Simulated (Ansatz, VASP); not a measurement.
**Two plane-wave programs on SiO2**

INCAR

```
SYSTEM = SiO2
ALGO     = Normal         ! electronic algorithm
EDIFF    = 1E-7           ! SCF threshold, eV
ENCUT    = 520            ! plane-wave cutoff, eV
ISIF     = 2              ! what is computed and relaxed
ISMEAR   = 0              ! smearing method
LASPH    = .True.         ! aspherical terms in the spheres
LCHARG   = .True.         ! write CHGCAR
LELF     = .True.         ! ELF
LREAL    = .False.        ! projectors in reciprocal space
LVHAR    = .True.       
LWAVE    = .False.        ! write WAVECAR
NBANDS   = 25             ! bands
NELM     = 80             ! most SCF steps
PREC     = Accurate       ! precision mode
SIGMA    = 0.05           ! smearing width, eV
```

The input KPOINTS:

```
k-points
0
Gamma
  6 6 8
  0 0 0
```

File POSCAR:

```
SiO2
1.0
    4.1053000000      0.0000000000      0.0000000000
    0.0000000000      4.1053000000      0.0000000000
    0.0000000000      0.0000000000      2.9168000000
Si O
2 4
Direct
    0.5000000000      0.5000000000      0.5000000000
    0.0000000000      0.0000000000      0.0000000000
    0.6944252994      0.6944252994      0.0000000000
    0.1944252994      0.8055747006      0.5000000000
    0.3055747006      0.3055747006      0.0000000000
    0.8055747006      0.1944252994      0.5000000000
```

Input for Ansatz:

```yaml
crystal:
  lattice:
    - [4.1053, 0.0, 0.0]
    - [0.0, 4.1053, 0.0]
    - [0.0, 0.0, 2.9168]
  atoms:
    - { symbol: Si, position: [0.5, 0.5, 0.5] }
    - { symbol: Si, position: [0.0, 0.0, 0.0] }
    - { symbol: O, position: [0.6944252994, 0.6944252994, 0.0] }
    - { symbol: O, position: [0.1944252994, 0.8055747006, 0.5] }
    - { symbol: O, position: [0.3055747006, 0.3055747006, 0.0] }
    - { symbol: O, position: [0.8055747006, 0.1944252994, 0.5] }
basis:
  ecutwfc: 520.0
kpoints:
  mp_grid: { grid: [6, 6, 8] }
hamiltonian:
  xc: lda
  pseudopotentials: { kind: paw, azcp: { folder: soft_1 } }
scf:
  occupations: { method: gaussian, width: 0.05 }
output:
  forces: true
  stress: true
  eigenvalues: true
```

Alike in both runs: task single point; functional LDA; k mesh 6 × 6 × 8; occupations gaussian, width 0.05 eV; no spin polarisation.

```csv
,VASP,Ansatz
version,VASP 6.6.1,Ansatz 0.2.0
potentials or method,"VASP PAW LDA potentials, release 64 (Si, O), cutoff 520 eV","scalar-relativistic, plane waves, PAW"
valence electrons in the cell,32,32
```

```csv
,VASP,Ansatz,Ansatz less VASP
gap on the k mesh at the Fermi level (eV),4.24,4.24,0.000
least direct gap on the mesh (eV),4.24,4.24,0.000
pressure (GPa),-20.7,-21.6,-0.89
"traceless stress, the component that is largest in VASP (GPa)",-27.04,-27.17,-0.131
rms of the force components (eV/Å),0.168,0.172,+0.0041
```

Ansatz warns that its potentials were made for another functional, while VASP's fit it. LDA's correlation is that of Perdew and Zunger in VASP and of Perdew and Wang (1992) in Ansatz. Atom by atom the forces differ by 0.004 eV/Å (rms over components).
